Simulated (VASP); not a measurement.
Here is a VASP 6.6.1 calculation.

INCAR

```
PREC = Accurate
ENCUT = 520
EDIFF = 1E-7
ISMEAR = -1
SIGMA = 0.1
LREAL = False
LASPH = True
NELM = 60
ALGO = Normal
ISIF = 2
LWAVE = False
LCHARG = True
GGA = PE
LELF = True
LVHAR = True
NBANDS = 19
```

KPOINTS

```
regular mesh
0
Gamma
  16 16 16
```

The input POSCAR:

```
Ti
1.0
    0.0000000000      2.8498513420      2.8498513420
    2.8498513420      0.0000000000      2.8498513420
    2.8498513420      2.8498513420      0.0000000000
Ti
2
Direct
    0.1250000000      0.1250000000      0.1250000000
    0.8750000000      0.8750000000      0.8750000000
```

Potentials or basis: VASP PAW PBE potentials, release 64 (Ti_sv).

Run with:

```console
$ cat potpaw_PBE.64/Ti_sv/POTCAR > POTCAR
$ mpirun -np 1 vasp_std > vasp.out
```

Q: Estimate the pressure.

A: 0.1 GPa.

Q: Predict the band gap on the k mesh.

A: Zero (band 12 reaches 5.32 eV, above the bottom of band 13 at 5.13 eV).
